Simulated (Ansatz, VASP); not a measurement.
## CsCl: VASP beside Ansatz

File POSCAR:

```
CsCl
1.0
    4.1406758860      0.0000000000      0.0000000000
    0.0000000000      4.1406758860      0.0000000000
    0.0000000000      0.0000000000      4.1406758860
Cs Cl
1 1
Direct
    0.0000000000      0.0000000000      0.0000000000
    0.5000000000      0.5000000000      0.5000000000
```

The input INCAR.step1:

```
PREC     = Accurate       # precision mode
ENCUT    = 550            # plane-wave cutoff, eV
ISMEAR   = 0              # smearing method
SIGMA    = 0.01           # smearing width, eV
LREAL    = F              # projectors in reciprocal space
LASPH    = T              # aspherical terms in the spheres
NELM     = 120            # most SCF steps
NBANDS   = 15             # bands
GGA      = PE             # functional
ALGO     = Normal         # electronic algorithm
EDIFF    = 1E-5           # SCF threshold, eV
LWAVE    = T              # write WAVECAR
LCHARG   = F              # write CHGCAR
GGA_COMPAT= F
```

File INCAR.step2:

```
PREC     = Accurate       # precision mode
ENCUT    = 550            # plane-wave cutoff, eV
EDIFF    = 1E-6           # SCF threshold, eV
ISMEAR   = 0              # smearing method
SIGMA    = 0.01           # smearing width, eV
LREAL    = F              # projectors in reciprocal space
LASPH    = T              # aspherical terms in the spheres
NELM     = 120            # most SCF steps
ALGO     = Normal         # electronic algorithm
ISIF     = 2              # what is computed and relaxed
LWAVE    = F              # write WAVECAR
LCHARG   = T              # write CHGCAR
METAGGA  = R2SCAN         # meta-GGA
LMIXTAU  = T            
LELF     = T              # ELF
LVHAR    = T            
NBANDS   = 15             # bands
ISTART   = 1            
GGA_COMPAT= F
```

Contents of KPOINTS:

```
regular mesh
0
Gamma
  6 6 6
```

Input for Ansatz:

```yaml
crystal:
  lattice:
    - [4.140675886, 0.0, 0.0]
    - [0.0, 4.140675886, 0.0]
    - [0.0, 0.0, 4.140675886]
  atoms:
    - { symbol: Cs, position: [0.0, 0.0, 0.0] }
    - { symbol: Cl, position: [0.5, 0.5, 0.5] }
kpoints:
  mp_grid: { grid: [6, 6, 6] }
  band_path:
    path: [[0.0, 0.0, 0.0], [0.0, 0.5, 0.0], [0.5, 0.5, 0.0], [0.5, 0.5, 0.5]]
    npoints: 1
hamiltonian:
  xc: r2scan
scf:
  occupations: { method: fixed }
  n_extra_bands: 4
output:
  forces: true
  stress: true
  eigenvalues: true
```

Alike in both runs: task single point; functional r2SCAN; k mesh 6 × 6 × 6; no spin polarisation.

|  | VASP | Ansatz |
| --- | --- | --- |
| version | VASP 6.6.1 | Ansatz 0.2.0 |
| potentials or method | VASP PAW PBE potentials, release 64 (Cs_sv, Cl) | plane waves, PAW |
| plane-wave cutoff (eV) | 550 | 500 |
| occupations | gaussian, width 0.01 eV | fixed |
| valence electrons in the cell | 16 | 16 |

```tsv
	VASP	Ansatz	Ansatz less VASP
gap on the k mesh at the Fermi level (eV)	5.91	5.91	+0.003
pressure (GPa)	0.0	0.0	-0.04
```

VASP's potentials were made for PBE, not for r2SCAN.

Neither program's run includes spin-orbit coupling.
